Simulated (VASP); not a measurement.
**Si5P3: single point with PBE**

Si5P3:

```xyz
16
Lattice="6.2157 0.0340 -0.0111 0.0340 6.1431 0.0288 -0.0111 0.0288 6.0640" Properties=species:S:1:pos:R:3 pbc="T T T"
Si    3.8367    0.2587    1.1175
Si   -0.8988    3.9578    3.2015
Si    0.8056    5.6392    4.2278
Si    0.5845    2.4807    4.3141
Si    3.7643    5.2124    4.3995
Si    2.2984    0.4785    2.8488
Si    4.9922    2.5414    1.2199
Si    2.6462    2.6171    1.7848
Si    0.6381    1.3661    1.6824
Si    3.5579    2.2842    3.9510
P     6.0888    5.2543    1.3902
P     5.2913    0.8970    4.8386
P     5.4645    3.9675    5.5144
P     2.0812    4.7661    1.4415
P     2.3236    3.7773    5.1613
P     1.8402    1.0454    5.6747
```

```
Program             : VASP 6.6.1
Task                : single point
Functional          : PBE
Potentials or basis : VASP PAW PBE potentials, release 64 (Si, P)
Cutoff              : 400 eV
k mesh              : 1 × 1 × 1, shifted
Occupations         : fermi-dirac, width 0.0689 eV
Spin                : no spin polarisation
```

| Quantity | Value |
| --- | --- |
| Pressure | 13.5 GPa |
| Largest force | 2.374 eV/Å |

Forces in eV/Å, atoms in the order of the input:
```
Si   0.097 -0.362 -1.416
Si   0.788 -0.418 -2.200
Si  -0.332 -1.505  0.914
Si   0.646 -0.060 -0.610
Si   0.719  1.629  0.149
Si   0.927 -0.654  0.644
Si  -1.525  1.310  0.048
Si   0.335  0.531 -0.493
Si   0.351 -1.228 -0.766
Si  -0.356 -0.307  1.139
P   -0.253  0.101  0.186
P   -1.369 -0.148  0.540
P    0.073  0.584  1.380
P    0.587  0.876 -0.552
P   -1.120  0.010  0.879
P    0.433 -0.360  0.158
```

Stress tensor (GPa, compression positive):
```
14.07 13.02  7.02
13.02 16.75  9.55
 7.02  9.55  9.64
```

Levels at points of the mesh, in eV from the Fermi level:
| k point | band 33 | band 34 | band 35 | band 36 | band 37 | band 38 |
| --- | --- | --- | --- | --- | --- | --- |
| (0.25, 0.25, 0.25) | -0.94 | -0.61 | -0.40 | 0.40 | 0.78 | 1.23 |

It took 17 s on 1 thread of Intel(R) Xeon(R) 6975P-C (Granite Rapids), with other jobs on the host, peak memory 0.22 GiB.

Caveat: the atoms stand as in a frame of molecular dynamics.
